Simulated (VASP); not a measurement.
Runs of VASP 6.6.1 on Au. The structure is that of space group P6/mmm (No. 191), or close to it. The cells are those of the table. This isn't the form of Au at room conditions, which is fcc.

| cell | k mesh | gap on the mesh (eV) | pressure (GPa) |
| --- | --- | --- | --- |
| a = 4.831, b = 4.831, c = 2.887 Å, angles 90.0, 90.0, 120.0°, 3 atoms | 9 × 9 × 13 | none | -13.7 |
| a = 4.652, b = 4.652, c = 2.780 Å, angles 90.0, 90.0, 120.0°, 3 atoms | 10 × 10 × 15 | none | -0.3 |
| a = 4.589, b = 4.589, c = 2.743 Å, angles 90.0, 90.0, 120.0°, 3 atoms | 9 × 9 × 13 | none | (b) |
| a = 4.458, b = 4.458, c = 2.664 Å, angles 90.0, 90.0, 120.0°, 3 atoms | 9 × 9 × 13 | none | (a) |
| a = 4.652, b = 4.652, c = 2.780 Å, angles 90.0, 90.0, 120.0°, 3 atoms | 9 × 9 × 13 | none | -0.3 |
| a = 4.713, b = 4.713, c = 2.817 Å, angles 90.0, 90.0, 120.0°, 3 atoms | 9 × 9 × 13 | none | -6.1 |
| a = 4.773, b = 4.773, c = 2.852 Å, angles 90.0, 90.0, 120.0°, 3 atoms | 9 × 9 × 13 | none | -10.4 |
| a = 4.524, b = 4.524, c = 2.704 Å, angles 90.0, 90.0, 120.0°, 3 atoms | 9 × 9 × 13 | none | 17.1 |

Alike in all rows: task single point; level PBEsol; potentials or basis VASP PAW PBE potentials, release 64 (Au); no spin polarisation; cutoff (eV) 520; smearing fermi-dirac 0.1 eV.

Problem. Estimate the missing entries.

Solution. (a) 30.0; (b) 7.2.

Caveats: the PAW data sets were made with another functional, which shifts forces and pressure a little; spin-orbit coupling is left out, which moves the levels of the heavy elements; the cell stands under tension (at least some runs); the cell stands under pressure (at least some runs).

A k mesh can miss the band edges, and the runs leave out spin-orbit coupling on Au.

A gap of «none» marks levels without a gap at the run's occupations.
